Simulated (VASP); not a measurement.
# BaTiO3 (Pm-3m) in VASP: further runs, part 2 of 2

VASP 6.6.1. The steps go on from the part before.

**3. Single point, LDA**

This run uses another cell than the first one, of 14.40 Å³/atom, 1.037 times its volume.

Contents of INCAR:

```
  PREC = Accurate
  ENCUT = 520
  EDIFF = 1E-7
  ISMEAR = 0
  SIGMA = 0.01
  LREAL = False
  LASPH = True
  NELM = 100
  ALGO = Normal
  ISIF = 2
  LWAVE = False
  LCHARG = True
  GGA = CA
  LELF = True
  LVHAR = True
  NBANDS = 28
```

Contents of KPOINTS:

```
regular mesh
0
Gamma
  6 6 6
```

Contents of POSCAR:

```
BaTiO3
1.0
    4.1602262744      0.0000000000      0.0000000000
    0.0000000000      4.1602262744      0.0000000000
    0.0000000000      0.0000000000      4.1602262744
Ba Ti O
1 1 3
Direct
    0.5000000000      0.5000000000      0.5000000000
    0.0000000000      0.0000000000      0.0000000000
    0.5000000000      0.0000000000      0.0000000000
    0.0000000000      0.5000000000      0.0000000000
    0.0000000000      0.0000000000      0.5000000000
```

Potentials or basis: VASP PAW LDA potentials, release 64 (Ba_sv, Ti_sv, O).

The run is started by

```bash
$ cat potpaw_LDA.64/Ba_sv/POTCAR potpaw_LDA.64/Ti_sv/POTCAR potpaw_LDA.64/O/POTCAR > POTCAR
$ mpirun -np 1 vasp_std > vasp.out
```

OUTCAR:

```text
PREC = Accurate
   ENCUT = 520
   EDIFF = 1E-7
   ISMEAR = 0
   LREAL = False
   LASPH = True
   NELM = 100
   ISIF = 2
   GGA = CA

 ion  position               nearest neighbor table
   1  0.500  0.500  0.500-   3 2.94   4 2.94   5 2.94   3 2.94   4 2.94   3 2.94   5 2.94   3 2.94
                             4 2.94   5 2.94   4 2.94   5 2.94   2 3.60   2 3.60   2 3.60   2 3.60
   2  0.000  0.000  0.000-   3 2.08   4 2.08   5 2.08   5 2.08   4 2.08   3 2.08   1 3.60   1 3.60
                             1 3.60   1 3.60   1 3.60   1 3.60   1 3.60   1 3.60
   3  0.500  0.000  0.000-   2 2.08   2 2.08   1 2.94   1 2.94   1 2.94   1 2.94
   4  0.000  0.500  0.000-   2 2.08   2 2.08   1 2.94   1 2.94   1 2.94   1 2.94
   5  0.000  0.000  0.500-   2 2.08   2 2.08   1 2.94   1 2.94   1 2.94   1 2.94

  LATTYP: Found a simple cubic cell.
 ALAT       =     4.1602262744

  Lattice vectors:

 A1 = (   4.1602262744,   0.0000000000,   0.0000000000)
 A2 = (   0.0000000000,   4.1602262744,   0.0000000000)
 A3 = (   0.0000000000,   0.0000000000,   4.1602262744)

Analysis of symmetry for initial positions (statically):
=====================================================================
 Subroutine PRICEL returns:
[... 176 lines left out ...]
 cond. band min:       4.0950845287   @ k =   0.0000   0.0000   0.0000
 fundamental gap:      1.4371840781
 Fermi energy:         2.7739211089

 k-point     1 :       0.0000    0.0000    0.0000
  band No.  band energies     occupation
      1     -53.6841      2.00000
      2     -30.2421      2.00000
      3     -30.2421      2.00000
      4     -30.2421      2.00000
      5     -22.2947      2.00000
      6     -13.6376      2.00000
[... 609 lines left out ...]
     27       9.1856      0.00000
     28       9.1856      0.00000

------------------------ aborting loop because EDIFF is reached ----------------------------------------

  FORCE on cell =-STRESS in cart. coord.  units (eV):
  Direction    XX          YY          ZZ          XY          YZ          ZX
  --------------------------------------------------------------------------------------
  -------------------------------------------------------------------------------------
  Total       -9.4735432     -9.4735432     -9.4735432     -0.0000000      0.0000000     -0.0000000
  in kB     -210.8007561   -210.8007561   -210.8007561     -0.0000000      0.0000000     -0.0000000
  external PRESSURE =    -210.8007561 kB  Pullay stress =       0.0000000 kB

 VOLUME and BASIS-vectors are now :
 -----------------------------------------------------------------------------
  energy-cutoff  :      520.00
  volume of cell :       72.00
      direct lattice vectors                 reciprocal lattice vectors
     4.160226274  0.000000000  0.000000000     0.240371541  0.000000000  0.000000000
     0.000000000  4.160226274  0.000000000     0.000000000  0.240371541  0.000000000
     0.000000000  0.000000000  4.160226274     0.000000000  0.000000000  0.240371541

 POSITION                                       TOTAL-FORCE (eV/Angst)
 -----------------------------------------------------------------------------------
      2.08011      2.08011      2.08011         0.000000      0.000000      0.000000
      0.00000      0.00000      0.00000         0.000000      0.000000      0.000000
      2.08011      0.00000      0.00000         0.000000      0.000000      0.000000
      0.00000      2.08011      0.00000         0.000000      0.000000      0.000000
      0.00000      0.00000      2.08011         0.000000      0.000000      0.000000
 -----------------------------------------------------------------------------------
    total drift:                                0.000000      0.000000     -0.000000

  FREE ENERGIE OF THE ION-ELECTRON SYSTEM (eV)
  ---------------------------------------------------
  free  energy   TOTEN  =       -43.3833895396 eV

  energy  without entropy=      -43.3833895396  energy(sigma->0) =      -43.38338954
```

OSZICAR:

```text
N       E                     dE             d eps       ncg     rms          rms(c)
DAV:   1     0.397203803425E+03    0.39720E+03   -0.20109E+04  1120   0.148E+03
DAV:   2    -0.160784050536E+02   -0.41328E+03   -0.39558E+03  1284   0.399E+02
DAV:   3    -0.527899236839E+02   -0.36712E+02   -0.36425E+02  1320   0.125E+02
DAV:   4    -0.545922946514E+02   -0.18024E+01   -0.17992E+01  1804   0.240E+01
DAV:   5    -0.546314365688E+02   -0.39142E-01   -0.39135E-01  1464   0.313E+00    0.206E+01
DAV:   6    -0.442096577620E+02    0.10422E+02   -0.61649E+01  1604   0.604E+01    0.113E+01
DAV:   7    -0.438390295950E+02    0.37063E+00   -0.15154E+01  1512   0.271E+01    0.610E+00
DAV:   8    -0.435910443511E+02    0.24799E+00   -0.64967E-01  1308   0.557E+00    0.419E+00
DAV:   9    -0.435062429057E+02    0.84801E-01   -0.14782E+00  1480   0.972E+00    0.320E+00
DAV:  10    -0.433878636237E+02    0.11838E+00   -0.45363E-01  1372   0.530E+00    0.592E-01
DAV:  11    -0.433868777949E+02    0.98583E-03   -0.22442E-02  1328   0.106E+00    0.500E-01
DAV:  12    -0.433839544748E+02    0.29233E-02   -0.16966E-02  1440   0.108E+00    0.194E-01
DAV:  13    -0.433835006595E+02    0.45382E-03   -0.95802E-04  1368   0.258E-01    0.828E-02
DAV:  14    -0.433834041000E+02    0.96559E-04   -0.21220E-04  1576   0.962E-02    0.280E-02
DAV:  15    -0.433833957104E+02    0.83896E-05   -0.17441E-05  1472   0.274E-02    0.185E-02
DAV:  16    -0.433833899819E+02    0.57285E-05   -0.25963E-05  1536   0.409E-02    0.670E-03
DAV:  17    -0.433833895756E+02    0.40628E-06   -0.17032E-06  1384   0.100E-02    0.227E-03
DAV:  18    -0.433833895396E+02    0.36008E-07   -0.56062E-07  1188   0.397E-03
   1 F= -.43383390E+02 E0= -.43383390E+02  d E =-.272026E-62
```

It took 41 s on 1 thread of Intel Xeon Platinum 8488C (Sapphire Rapids), shared host; peak memory 0.18 GiB.

What came out:

- Free energy: -43.3834 eV
- Pressure: -21.1 GPa
- Band gap on the k mesh: 1.44 eV, indirect (least direct gap 1.67 eV)

Levels at points of the mesh, in eV from the valence-band top:
```tsv
k point	band 16	band 17	band 18	band 19	band 20	band 21	band 22	band 23	band 24	band 25
(0.00, 0.00, 0.00)	-0.94	-0.94	-0.23	-0.23	-0.23	1.44	1.44	1.44	3.20	3.20
(0.50, 0.00, 0.00)	-1.71	-1.71	-1.65	-0.71	-0.71	1.56	2.91	2.91	3.21	4.92
(0.50, 0.50, 0.00)	-2.37	-1.75	-0.91	-0.91	-0.08	2.91	2.91	3.28	3.90	6.53
(0.50, 0.50, 0.50)	-2.41	-2.41	0.00	0.00	0.00	3.47	3.47	3.47	6.15	6.15
```

Caveat: spin-orbit coupling is left out, which moves the levels of the heavy elements. A hybrid or GW would open this gap; LDA tends to underestimate it.
